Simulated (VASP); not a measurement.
Write the native input for VASP 6.6.1 that does the following.

| Quantity | Value |
| --- | --- |
| Task | single point |
| Functional | PBEsol |
| Potentials or basis | VASP PAW PBE potentials, release 64 (Si, C) |
| Cutoff | 520 eV |
| k mesh | 12 × 12 × 4 |
| Occupations | gaussian, width 0.05 eV |
| Spin | no spin polarisation |
| Dipole correction | no |
| Further INCAR settings | ALGO = Normal; EDIFF = 1e-06; NBANDS = 26 |

The structure of SiC lies in POSCAR:

```
SiC
1.0
    2.9344000000      0.0000000000      0.0000000000
   -1.4672000000      2.5412649449      0.0000000000
    0.0000000000      0.0000000000     10.6132000000
Si C
4 4
Direct
    0.6666666667      0.3333333333      0.9378278494
    0.3333333333      0.6666666667      0.4378278494
    0.0000000000      0.0000000000      0.6878973398
    0.0000000000      0.0000000000      0.1878973398
    0.6666666667      0.3333333333      0.7498191768
    0.3333333333      0.6666666667      0.2498191768
    0.0000000000      0.0000000000      0.5004546340
    0.0000000000      0.0000000000      0.0004546340
```

The input as run:

INCAR

```
SYSTEM = SiC
PREC = Accurate ; ENCUT = 520
EDIFF = 1E-6 ; ISMEAR = 0
SIGMA = 0.05 ; LREAL = .FALSE.
LASPH = .TRUE. ; NELM = 80
ALGO = Normal ; ISIF = 2
LWAVE = .FALSE. ; LCHARG = .TRUE.
GGA = PS ; LELF = .TRUE.
LVHAR = .TRUE. ; NBANDS = 26
```

KPOINTS

```
Automatic mesh
0
G
  12 12 4
  0 0 0
```

Potentials or basis: VASP PAW PBE potentials, release 64 (Si, C).

Launch:

```bash
$ cat potpaw_PBE.64/Si/POTCAR potpaw_PBE.64/C/POTCAR > POTCAR
$ mpirun -np 1 vasp_std > vasp.out
```

It gave:

```json
{
  "Pressure": "14.3 GPa",
  "Largest force": "0.871 eV/Å",
  "Band gap on the k mesh": "1.51 eV, indirect (least direct gap 2.94 eV)"
}
```

Caveat: the PAW data sets were made with another functional, which shifts forces and pressure a little.

Run time: 58 s on 1 thread of Intel(R) Xeon(R) Platinum 8559C (Emerald Rapids) (shared host), peak memory 0.24 GiB.
